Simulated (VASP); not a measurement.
# Ga7As9 (a cell with a defect) in VASP: single point with PBE

Aim: the single point of Ga7As9 (a cell with a defect) with PBE.

All numbers are computed with VASP 6.6.1; they aren't measurements. Logs are shortened: lines on timing, memory, paths and dates and some standing lists are left out, and cuts for length are marked.

## Step 1: The cell of the first run

The cell holds a defect, 16 atoms: a = 8.125 Å, b = 8.125 Å, c = 8.125 Å, α = 60.00°, β = 60.00°, γ = 60.00°.

## Step 2: Single point, PBE

INCAR

```
PREC = Accurate ; ENCUT = 520
EDIFF = 1E-7 ; ISMEAR = 0
SIGMA = 0.02 ; LREAL = Auto
LASPH = True ; NELM = 100
ALGO = Normal ; ISIF = 2
LWAVE = False ; LCHARG = True
GGA = PE ; LELF = True
LVHAR = True ; NBANDS = 82
```

KPOINTS

```
regular mesh
0
Gamma
  3 3 3
```

POSCAR

```
Ga7As9
1.0
    0.0000000000      5.7453846521     -5.7453846521
    5.7453846521      5.7453846521      0.0000000000
    5.7453846521      0.0000000000     -5.7453846521
As Ga
9 7
Direct
    0.4990396457      0.5137681016     -0.0130287543
    0.3760673296      0.3732967462      0.3735633646
    0.3731446359      0.8730729486      0.3775109919
    0.8736426201      0.3729432212      0.3786299482
    0.8750923659      0.8730714787      0.3775376481
    0.3682687881      0.3706258938      0.8735219166
    0.3647899585      0.9032822394      0.8660221809
    0.8865074913      0.3705684730      0.8735895406
    0.8737573515      0.8744936285      0.8767486657
    0.5004225162     -0.0007236448      0.0046244562
    0.9963397517      0.5006219276      0.0056414147
    0.9945601679     -0.0007988859      0.0045929653
    0.5000484143      0.4991057173      0.4988807482
    0.5017134736      0.0003884516      0.4949692289
    1.0009130806      0.4990440682      0.4988795090
    0.9988742934     -0.0010442111      0.5021922559
```

Potentials or basis: VASP PAW PBE potentials, release 64 (As, Ga_d).

Run with:

```sh
$ cat potpaw_PBE.64/As/POTCAR potpaw_PBE.64/Ga_d/POTCAR > POTCAR
$ mpirun -np 1 vasp_std > vasp.out
```

OUTCAR:

```text
PREC = Accurate
   ENCUT = 520
   EDIFF = 1E-7
   ISMEAR = 0
   LREAL = Auto
   LASPH = True
   NELM = 100
   ISIF = 2
   GGA = PE

 ion  position               nearest neighbor table
   1  0.499  0.514  0.987-   2 2.57   6 2.57   8 2.57   7 2.58
   2  0.376  0.373  0.374-  14 2.47  13 2.49  15 2.49   1 2.57
   3  0.373  0.873  0.378-  10 2.47  14 2.48  13 2.48  16 2.48
   4  0.874  0.373  0.379-  11 2.47  13 2.48  15 2.48  16 2.48
   5  0.875  0.873  0.378-  12 2.47  14 2.48  15 2.48  16 2.48
   6  0.368  0.371  0.874-  10 2.47  11 2.47  13 2.49   1 2.57
[... 8 lines left out ...]
  15  0.001  0.499  0.499-   4 2.48   5 2.48   8 2.49   2 2.49
  16  0.999  0.999  0.502-   4 2.48   3 2.48   5 2.48   9 2.48

  LATTYP: Found a face centered cubic cell.
 ALAT       =    11.4907693042

  Lattice vectors:

 A1 = (   0.0000000000,   5.7453846521,  -5.7453846521)
 A2 = (   5.7453846521,   5.7453846521,   0.0000000000)
 A3 = (   5.7453846521,   0.0000000000,  -5.7453846521)

Analysis of symmetry for initial positions (statically):
=====================================================================
 Subroutine PRICEL returns:
 Original cell was already a primitive cell.

 Routine SETGRP: Setting up the symmetry group for a
 face centered cubic supercell.

 Subroutine GETGRP returns: Found  1 space group operations
 (whereof  1 operations were pure point group operations)
 out of a pool of 48 trial point group operations.

The static configuration has the point symmetry C_1 .

Analysis of symmetry for dynamics (positions and initial velocities):
=====================================================================
 Subroutine PRICEL returns:
 Original cell was already a primitive cell.

 Routine SETGRP: Setting up the symmetry group for a
 face centered cubic supercell.

 Subroutine GETGRP returns: Found  1 space group operations
 (whereof  1 operations were pure point group operations)
 out of a pool of 48 trial point group operations.

The dynamic configuration has the point symmetry C_1 .

 Subroutine INISYM returns: Found  1 space group operations
 (whereof  1 operations are pure point group operations),
 and found     1 'primitive' translations

----------------------------------------------------------------------------------------

                                     Primitive cell

  volume of cell :     379.3039

[... 110 lines left out ...]
   NFREE  =      0    steps in history (QN), initial steepest desc. (CG)
   ISIF   =      2    stress and relaxation
   ISYM   =      2    0-nonsym 1-usesym 2-fastsym
   POTIM  = 0.5000    time-step for ionic-motion
   TEBEG  =    0.0;   TEEND  =   0.0 temperature during run
   PSTRESS=    0.0 pullay stress
   NELECT =     136.0000    total number of electrons
   NUPDOWN=      -1.0000    fix difference up-down
   EMIN   =  10.00;   EMAX   =-10.00  energy-range for DOS
   EFERMI =   0.00;   METHOD = LEGACY
   ISMEAR =     0;   SIGMA  =   0.02  broadening in eV -4-tet -1-fermi 0-gaus
   EFERMI_NEDOS =   21; number of points for ismear=-14 and -15
   IALGO  =     38    algorithm
   IMIX   =      4    mixing-type and parameters
     AMIX     =   0.40;   BMIX     =  1.00
     AMIX_MAG =   1.60;   BMIX_MAG =  1.00
  volume/ion in A,a.u.               =      23.71       159.98
  Fermi-wavevector in a.u.,A,eV,Ry     =   1.163033  2.197814 18.403862  1.352646
  Thomas-Fermi vector in A             =   2.299587
   LORBIT       =      0    0 simple, 1 ext, 2 COOP (PROOUT), +10 PAW based schemes
   GGA     = PE    functional components
   LHFCALC =     F    Hartree Fock is set to
   AEXX    =    0.0000 exact exchange contribution
   IVDW    =     0    specifies the selected vdW correction
   LEPSILON=     F    determine dielectric tensor
   LRPA    =     F    only Hartree local field effects (RPA)
 non-spin polarized calculation
 Gauss-broadening in eV      SIGMA  =   0.02
  energy-cutoff  :      520.00
  volume of cell :      379.30
 maximum number of plane-waves:     10238
   NGX = 31   NGY = 31   NGZ = 31

 number of electron     135.9999985 magnetization

 Free energy of the ion-electron system (eV)
  ---------------------------------------------------
  ext. energy  EPLUGINS =         0.00000000
  ---------------------------------------------------
  free energy    TOTEN  =       -66.01998501 eV

  energy without entropy =      -66.01998288  energy(sigma->0) =      -66.01998395

 E-fermi :   4.4385     XC(G=0):  -9.3752

 val. band max:        4.3854337055   @ k =   0.3333  -0.3333  -0.3333
 cond. band min:       4.4922167016   @ k =  -0.3333   0.3333   0.0000
 fundamental gap:      0.1067829962
 Fermi energy:         4.4385106534

 k-point     1 :       0.0000    0.0000    0.0000
  band No.  band energies     occupation
      1     -11.2643      2.00000
      2     -11.2622      2.00000
      3     -11.2595      2.00000
      4     -11.2381      2.00000
      5     -11.2238      2.00000
      6     -11.2225      2.00000
[... 1151 lines left out ...]
     79       7.1486      0.00000
     80       7.4882      0.00000
 [bands above 80 left out]

------------------------ aborting loop because EDIFF is reached ----------------------------------------

  FORCE on cell =-STRESS in cart. coord.  units (eV):
  Direction    XX          YY          ZZ          XY          YZ          ZX
  --------------------------------------------------------------------------------------
  -------------------------------------------------------------------------------------
  Total        4.5049605      4.6953206      4.7003516      0.7123951     -0.0590482      0.7137331
  in kB       19.0289245     19.8330044     19.8542554      3.0091523     -0.2494190      3.0148041
  external PRESSURE =      19.5720614 kB  Pullay stress =       0.0000000 kB

 VOLUME and BASIS-vectors are now :
 -----------------------------------------------------------------------------
  energy-cutoff  :      520.00
  volume of cell :      379.30
      direct lattice vectors                 reciprocal lattice vectors
     0.000000000  5.745384652 -5.745384652    -0.087026375  0.087026375 -0.087026375
     5.745384652  5.745384652  0.000000000     0.087026375  0.087026375  0.087026375
     5.745384652  0.000000000 -5.745384652     0.087026375 -0.087026375 -0.087026375

 POSITION                                       TOTAL-FORCE (eV/Angst)
 -----------------------------------------------------------------------------------
      8.62232      5.81897     -8.53770         0.002030     -0.000926     -0.002996
      4.29100      4.30538     -4.30692         0.018913     -0.005038     -0.006723
      7.18509      7.16000     -4.31281        -0.000900      0.005429      0.001570
      4.31808      7.16212     -7.19479        -0.004804      0.003071      0.002473
      7.18523     10.04387     -7.19684        -0.006141      0.008790      0.006955
      7.14811      4.24523     -7.13457        -0.000970     -0.010743      0.004151
[... 8 lines left out ...]
      5.73345      2.87245     -2.87150         0.000122     -0.001350     -0.002028
      8.62467     11.47830     -8.62420        -0.000734     -0.004523      0.000076
 -----------------------------------------------------------------------------------
    total drift:                                0.012222      0.028652      0.022712

  FREE ENERGIE OF THE ION-ELECTRON SYSTEM (eV)
  ---------------------------------------------------
  free  energy   TOTEN  =       -66.0199850149 eV

  energy  without entropy=      -66.0199828849  energy(sigma->0) =      -66.01998395
```

OSZICAR:

```text
N       E                     dE             d eps       ncg     rms          rms(c)
DAV:   1     0.139852797591E+04    0.13985E+04   -0.57968E+04  2556   0.222E+03
DAV:   2     0.233864936313E+03   -0.11647E+04   -0.11213E+04  2392   0.654E+02
DAV:   3    -0.400430187318E+02   -0.27391E+03   -0.26100E+03  2830   0.205E+02
DAV:   4    -0.655459675912E+02   -0.25503E+02   -0.24838E+02  2652   0.591E+01
DAV:   5    -0.671157383045E+02   -0.15698E+01   -0.15578E+01  3080   0.152E+01    0.865E+00
DAV:   6    -0.661362397656E+02    0.97950E+00   -0.21596E+00  3238   0.106E+01    0.492E+00
DAV:   7    -0.660123614368E+02    0.12388E+00   -0.10646E+00  2712   0.390E+00    0.148E+00
DAV:   8    -0.660147039932E+02   -0.23426E-02   -0.16604E-01  2708   0.470E+00    0.352E-01
DAV:   9    -0.660178122948E+02   -0.31083E-02   -0.28996E-02  2638   0.229E+00    0.176E-01
DAV:  10    -0.660191092968E+02   -0.12970E-02   -0.87497E-03  2960   0.889E-01    0.101E-01
DAV:  11    -0.660198093244E+02   -0.70003E-03   -0.30997E-03  2556   0.540E-01    0.410E-02
DAV:  12    -0.660199278708E+02   -0.11855E-03   -0.61658E-04  2694   0.514E-01    0.175E-02
DAV:  13    -0.660199774284E+02   -0.49558E-04   -0.35274E-04  3222   0.114E-01    0.849E-03
DAV:  14    -0.660199839804E+02   -0.65521E-05   -0.32433E-05  2708   0.655E-02    0.352E-03
DAV:  15    -0.660199848000E+02   -0.81960E-06   -0.57373E-06  2804   0.359E-02    0.135E-03
DAV:  16    -0.660199848994E+02   -0.99379E-07   -0.25993E-06  2920   0.133E-02    0.109E-03
DAV:  17    -0.660199850369E+02   -0.13745E-06   -0.24936E-07  1944   0.891E-03    0.505E-04
DAV:  18    -0.660199850149E+02    0.22010E-07   -0.80926E-08  1478   0.418E-03
   1 F= -.66019985E+02 E0= -.66019984E+02  d E =-.212992E-05
```

stdout:

```text
POSCAR found type information on POSCAR AsGa
 POSCAR found :  2 types and      16 ions
 scaLAPACK will be used
 LDA part: xc-table for (Slater+PW92), standard interpolation
 POSCAR, INCAR and KPOINTS ok, starting setup
 FFT: planning ... GRIDC
 FFT: planning ... GRID_SOFT
 FFT: planning ... GRID
 WAVECAR not read
 entering main loop
```

It took 11 min on 1 thread of AMD EPYC 9R14 (Zen 4), shared host; peak memory 0.59 GiB.

What came out:

```
Free energy            : -66.0200 eV
Pressure               : 2.0 GPa
Largest force          : 0.021 eV/Å
Band gap on the k mesh : zero (bands 68 and 69 overlap by 0.67 eV)
```

Forces in eV/Å, atoms in the order of the input:
```
As   0.002 -0.001 -0.003
As   0.019 -0.005 -0.007
As  -0.001  0.005  0.002
As  -0.005  0.003  0.002
As  -0.006  0.009  0.007
As  -0.001 -0.011  0.004
As   0.008  0.003  0.007
As  -0.004  0.000 -0.003
As  -0.010  0.009 -0.001
Ga  -0.002  0.000 -0.003
Ga   0.003 -0.002  0.000
Ga   0.000 -0.004  0.000
Ga  -0.003 -0.002 -0.001
Ga   0.000  0.001 -0.003
Ga   0.000 -0.001 -0.002
Ga  -0.001 -0.005  0.000
```

Stress tensor (GPa, compression positive):
```
 1.90  0.30  0.30
 0.30  1.98 -0.02
 0.30 -0.02  1.99
```
